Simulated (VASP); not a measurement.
# Cu in VASP: single point with PBEsol

Aim: the single point of Cu with PBEsol.

Everything below comes from runs of VASP 6.6.1. Logs are shortened: lines on timing, memory, paths and dates and some standing lists are left out, and cuts for length are marked.

**1. The cell of the first run**

The cell holds a slab with vacuum, 7 atoms: a = 2.520 Å, b = 2.520 Å, c = 28.345 Å, α = 90.00°, β = 90.00°, γ = 120.00°.

**2. Single point, PBEsol**

POSCAR

```
Cu
1.0
    2.5198192012      0.0000000000      0.0000000000
   -1.2599096006      2.1822274411      0.0000000000
    0.0000000000      0.0000000000     28.3445000000
Cu
7
Direct
    0.0000000000      0.0000000000      0.2822409536
    0.3333333340      0.6666666660      0.3548273023
    0.6666666670      0.3333333330      0.4274136510
    0.0000000000      0.0000000000      0.4999999997
    0.3333333340      0.6666666660      0.5725863490
    0.6666666670      0.3333333330      0.6451726977
    0.0000000000      0.0000000000      0.7177590464
```

INCAR.step1

```
SYSTEM = Cu
  PREC = Accurate
  ENCUT = 520
  EDIFF = 1E-7
  ISMEAR = -1
  SIGMA = 0.1
  LREAL = .FALSE.
  LASPH = .TRUE.
  NELM = 100
  ALGO = Normal
  ISIF = 2
  LWAVE = .FALSE.
  LCHARG = .TRUE.
  LMAXMIX = 4
  LDIPOL = .TRUE.
  IDIPOL = 3
  DIPOL = 0.5 0.5 0.500
  GGA = PS
  NBANDS = 48
```

KPOINTS.step1

```
regular mesh
0
G
  18 18 1
  0 0 0
```

INCAR.step2

```
SYSTEM = Cu
  PREC = Accurate
  ENCUT = 520
  EDIFF = 1E-7
  ISMEAR = -5
  SIGMA = 0.1
  LREAL = .FALSE.
  LASPH = .TRUE.
  NELM = 100
  ALGO = Normal
  ISIF = 2
  LWAVE = .FALSE.
  LCHARG = .FALSE.
  LMAXMIX = 4
  LDIPOL = .TRUE.
  IDIPOL = 3
  DIPOL = 0.5 0.5 0.500
  GGA = PS
  LORBIT = 10
  NBANDS = 48
  NEDOS = 1001
  ICHARG = 11
```

KPOINTS.step2

```
regular mesh
0
G
  27 27 1
  0 0 0
```

Potentials or basis: VASP PAW PBE potentials, release 64 (Cu).

Run with:

```console
cat potpaw_PBE.64/Cu/POTCAR > POTCAR
cp INCAR.step1 INCAR
cp KPOINTS.step1 KPOINTS
mpirun -np 1 vasp_std > vasp.out
cp INCAR.step2 INCAR
cp KPOINTS.step2 KPOINTS
mpirun -np 1 vasp_std > vasp.out
```

OUTCAR:

```text
SYSTEM = Cu
   PREC = Accurate
   ENCUT = 520
   EDIFF = 1E-7
   ISMEAR = -5
   LREAL = .FALSE.
   LASPH = .TRUE.
   NELM = 100
   ISIF = 2
   GGA = PS
   LORBIT = 10
   ICHARG = 11

 ion  position               nearest neighbor table
   1  0.000  0.000  0.282-   2 2.52   2 2.52   2 2.52
   2  0.333  0.667  0.355-   1 2.52   3 2.52   1 2.52   3 2.52   3 2.52   1 2.52
   3  0.667  0.333  0.427-   2 2.52   4 2.52   4 2.52   2 2.52   2 2.52   4 2.52
   4  0.000  0.000  0.500-   3 2.52   3 2.52   3 2.52   5 2.52   5 2.52   5 2.52
   5  0.333  0.667  0.573-   6 2.52   6 2.52   6 2.52   4 2.52   4 2.52   4 2.52
   6  0.667  0.333  0.645-   5 2.52   7 2.52   7 2.52   5 2.52   5 2.52   7 2.52
   7  0.000  0.000  0.718-   6 2.52   6 2.52   6 2.52

  LATTYP: Found a hexagonal cell.
 ALAT       =     2.5198192012
 C/A-ratio  =    11.2486244991

  Lattice vectors:

 A1 = (   2.5198192012,   0.0000000000,   0.0000000000)
 A2 = (  -1.2599096006,   2.1822274411,   0.0000000000)
 A3 = (   0.0000000000,   0.0000000000,  28.3445000000)

Analysis of symmetry for initial positions (statically):
=====================================================================
 Subroutine PRICEL returns:
 Original cell was already a primitive cell.

 Routine SETGRP: Setting up the symmetry group for a
 hexagonal supercell.

 Subroutine GETGRP returns: Found 12 space group operations
 (whereof 12 operations were pure point group operations)
 out of a pool of 24 trial point group operations.

The static configuration has the point symmetry D_3d.

Analysis of symmetry for dynamics (positions and initial velocities):
=====================================================================
 Subroutine PRICEL returns:
 Original cell was already a primitive cell.

 Routine SETGRP: Setting up the symmetry group for a
 hexagonal supercell.

 Subroutine GETGRP returns: Found 12 space group operations
 (whereof 12 operations were pure point group operations)
 out of a pool of 24 trial point group operations.

The dynamic configuration has the point symmetry D_3d.

 Subroutine INISYM returns: Found 12 space group operations
 (whereof 12 operations are pure point group operations),
 and found     1 'primitive' translations

----------------------------------------------------------------------------------------

                                     Primitive cell

  volume of cell :     155.8613

[... 121 lines left out ...]
  volume/ion in A,a.u.               =      22.27       150.26
  Fermi-wavevector in a.u.,A,eV,Ry     =   1.294173  2.445632 22.788178  1.674884
  Thomas-Fermi vector in A             =   2.425772
   LORBIT       =     10    0 simple, 1 ext, 2 COOP (PROOUT), +10 PAW based schemes
   GGA     = PS    functional components
   LHFCALC =     F    Hartree Fock is set to
   AEXX    =    0.0000 exact exchange contribution
   IVDW    =     0    specifies the selected vdW correction
   LEPSILON=     F    determine dielectric tensor
   LRPA    =     F    only Hartree local field effects (RPA)
 non-spin polarized calculation
 Fermi weights with tetrahedron method with Bloechl corrections
  energy-cutoff  :      520.00
  volume of cell :      155.86
 maximum number of plane-waves:      4241
 NGX is ok and might be reduce to    20

 number of electron      77.0000021 magnetization

 dipolmoment           0.000000      0.000000     -0.000000 electrons x Angstroem

 Free energy of the ion-electron system (eV)
  ---------------------------------------------------
  ext. energy  EPLUGINS =         0.00000000
  ---------------------------------------------------
  free energy    TOTEN  =       -29.05358757 eV

  energy without entropy =      -29.05358757  energy(sigma->0) =      -29.05358757

 E-fermi :   1.6494     XC(G=0):  -7.3388

 val. band max:        1.6458570749   @ k =   0.2963   0.1481   0.0000
 cond. band min:       1.6498160779   @ k =   0.1481   0.1111   0.0000
 fundamental gap:      0.0039590030
 Fermi energy:         1.6494463249

 k-point     1 :       0.0000    0.0000    0.0000
  band No.  band energies     occupation
      1      -7.9091      2.00000
      2      -7.4011      2.00000
      3      -6.6070      2.00000
      4      -5.5951      2.00000
      5      -4.5839      2.00000
      6      -3.9107      2.00000
[... 1213 lines left out ...]
     47       9.2198      0.00000
     48      10.2252      0.00000

 [... further k-points ...]

------------------------ aborting loop because EDIFF is reached ----------------------------------------

 vacuum level on the upper side and lower side of the slab       (xc-potential included)        -0.100        -0.100

  FORCE on cell =-STRESS in cart. coord.  units (eV):
  Direction    XX          YY          ZZ          XY          YZ          ZX
  --------------------------------------------------------------------------------------
  -------------------------------------------------------------------------------------
  Total       -0.8642931     -0.8642931     -0.0504849      0.0000000     -0.0000000      0.0000000
  in kB       -8.8845091     -8.8845091     -0.5189602      0.0000000     -0.0000000      0.0000000
  external PRESSURE =      -6.0959928 kB  Pullay stress =       0.0000000 kB

 VOLUME and BASIS-vectors are now :
 -----------------------------------------------------------------------------
  energy-cutoff  :      520.00
  volume of cell :      155.86
      direct lattice vectors                 reciprocal lattice vectors
     2.519819201  0.000000000  0.000000000     0.396853869  0.229123688  0.000000000
    -1.259909601  2.182227441  0.000000000     0.000000000  0.458247377  0.000000000
     0.000000000  0.000000000 28.344500000     0.000000000  0.000000000  0.035280213

 POSITION                                       TOTAL-FORCE (eV/Angst)
 -----------------------------------------------------------------------------------
      0.00000      0.00000      7.99998        -0.000000      0.000000      0.063150
      0.00000      1.45482     10.05740        -0.000000      0.000000     -0.057189
      1.25991      0.72741     12.11483        -0.000000      0.000000     -0.026982
      0.00000      0.00000     14.17225        -0.000000      0.000000      0.000000
      0.00000      1.45482     16.22967         0.000000     -0.000000      0.026982
      1.25991      0.72741     18.28710         0.000000     -0.000000      0.057189
      0.00000      0.00000     20.34452        -0.000000     -0.000000     -0.063150
 -----------------------------------------------------------------------------------
    total drift:                                0.000019     -0.000011     -0.000031

  FREE ENERGIE OF THE ION-ELECTRON SYSTEM (eV)
  ---------------------------------------------------
  free  energy   TOTEN  =       -29.0535875668 eV

  energy  without entropy=      -29.0535875668  energy(sigma->0) =      -29.05358757

 vacuum level on the upper side and lower side of the slab         6.486         6.486

 total charge

# of ion       s       p       d       tot
------------------------------------------
    1        0.467   0.320   9.183   9.969
    2        0.462   0.411   9.177  10.050
    3        0.464   0.418   9.170  10.051
    4        0.465   0.418   9.172  10.055
    5        0.464   0.418   9.170  10.051
    6        0.462   0.411   9.177  10.050
    7        0.467   0.320   9.183   9.969
--------------------------------------------------
tot          3.250   2.715  64.231  70.197
```

OUTCAR.step1:

```text
SYSTEM = Cu
   PREC = Accurate
   ENCUT = 520
   EDIFF = 1E-7
   ISMEAR = -1
   LREAL = .FALSE.
   LASPH = .TRUE.
   NELM = 100
   ISIF = 2
[... 1470 lines left out ...]
      1.25991      0.72741     18.28710         0.000000     -0.000000      0.047309
      0.00000      0.00000     20.34452         0.000000     -0.000000     -0.063280
 -----------------------------------------------------------------------------------
    total drift:                               -0.000001      0.000000      0.000007

  FREE ENERGIE OF THE ION-ELECTRON SYSTEM (eV)
  ---------------------------------------------------
  free  energy   TOTEN  =       -29.0873948059 eV

  energy  without entropy=      -29.0093307277  energy(sigma->0) =      -29.04836277

 vacuum level on the upper side and lower side of the slab         6.486         6.486
```

Wall time 13 min (1 thread of Intel Xeon Platinum 8488C (Sapphire Rapids), shared host); peak memory 0.52 GiB.

What came out:

```yaml
Valence_electrons_inside_the_program's_atomic_spheres: Cu 9.97, 10.05 (each value once)
```

Levels at points of the mesh, in eV from the Fermi level:
| k point | band 37 | band 38 | band 39 | band 40 | band 41 | band 42 |
| --- | --- | --- | --- | --- | --- | --- |
| (0.00, 0.00, 0.00) | -1.85 | -1.68 | -1.68 | -1.65 | -1.65 | -0.84 |

Caveat: the PAW data sets were made with another functional, which shifts forces and pressure a little; tetrahedron occupations give inexact forces and stress in metals.
